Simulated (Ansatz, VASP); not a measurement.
**GaSn in VASP and in Ansatz**

The input INCAR:

```
PREC = Accurate
ENCUT = 520
EDIFF = 1E-6
ISMEAR = 0
SIGMA = 0.1
LREAL = False
LASPH = True
NELM = 60
ALGO = Normal
ISIF = 2
LWAVE = False
LCHARG = False
GGA = PE
NBANDS = 20
```

The input KPOINTS:

```
Automatic mesh
0
Gamma
  6 6 6
```

File POSCAR:

```
GaSn
1.0
    0.0000000000      2.7293289900      2.7293289900
    2.7293289900      0.0000000000      2.7293289900
    2.7293289900      2.7293289900      0.0000000000
Ga Sn
1 1
Direct
    0.5000000000      0.5000000000      0.5000000000
    0.0000000000      0.0000000000      0.0000000000
```

Input for Ansatz:

```yaml
crystal:
  lattice:
    - [0.0, 2.72932899, 2.72932899]
    - [2.72932899, 0.0, 2.72932899]
    - [2.72932899, 2.72932899, 0.0]
  atoms:
    - { symbol: Ga, position: [0.5, 0.5, 0.5] }
    - { symbol: Sn, position: [0.0, 0.0, 0.0] }
basis:
  ecutwfc: 420
kpoints:
  mp_grid: { grid: [6, 6, 6] }
hamiltonian:
  xc: pbe
scf:
  occupations: { method: gaussian, width: 0.1 }
  lower_state_search: "off"
output:
  forces: true
  stress: true
  eigenvalues: true
```

Change from the starting cell: species swapped into the YS type (Fm-3m, No. 225).

Alike in both runs: task single point; functional PBE; k mesh 6 × 6 × 6; occupations gaussian, width 0.1 eV; no spin polarisation.

|  | VASP | Ansatz |
| --- | --- | --- |
| version | VASP 6.6.1 | Ansatz 0.2.0 |
| potentials or method | VASP PAW PBE potentials, release 64 (Ga_d, Sn_d), cutoff 520 eV | scalar-relativistic, plane waves, PAW |
| valence electrons in the cell | 27 | 27 |

```tsv
	VASP	Ansatz	Ansatz less VASP
gap on the k mesh at the Fermi level (eV)	none	none	-
pressure (GPa)	14.4	14.4	-0.04
```

A gap of «none» marks a metal or a gap that the smearing closes. The functional is the same, so the differences come from potentials, cutoffs and numerics.
